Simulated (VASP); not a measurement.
Runs of VASP 6.6.1 on AlFe. Symmetry: Pm-3m, No. 221, cubic system. Conventional cell: a = 2.910 Å, b = 2.910 Å, c = 2.910 Å, α = 90.00°, β = 90.00°, γ = 90.00°. Within 3.3 Å of Al (site symmetry m-3m) lie 8 Fe at 2.52 Å and 6 Al at 2.91 Å. Fe (site symmetry m-3m) has 8 Al at 2.52 Å and 6 Fe at 2.91 Å within 3.3 Å. 

```csv
task,spin,fixed moment (μB),cutoff (eV),k mesh for the DOS,occupations for the DOS,pressure (GPa),moment (μB)
single point,"collinear, ferromagnetic start",-,600,-,-,-5.7,(a)
single point,"collinear, ferromagnetic start",0.18,600,-,-,-6.5,0.18
single point,"collinear, ferromagnetic start",0.86,600,-,-,-4.9,0.86
single point,"collinear, ferromagnetic start",0.78,600,-,-,(b),0.78
single point,"collinear, ferromagnetic start",0.36,600,-,-,-6.3,0.36
single point,"collinear, ferromagnetic start",0.96,600,-,-,-4.3,0.96
```

Alike in all rows: level PBE; potentials or basis VASP PAW PBE potentials, release 64 (Al, Fe); cell as given; k mesh 11 × 11 × 11; smearing fermi-dirac 0.1 eV.

Task: Fill in the values left out.

Result: (a) 0.71; (b) -5.4.

Caveats: the total moment is fixed, so each spin has its own Fermi level (some runs).
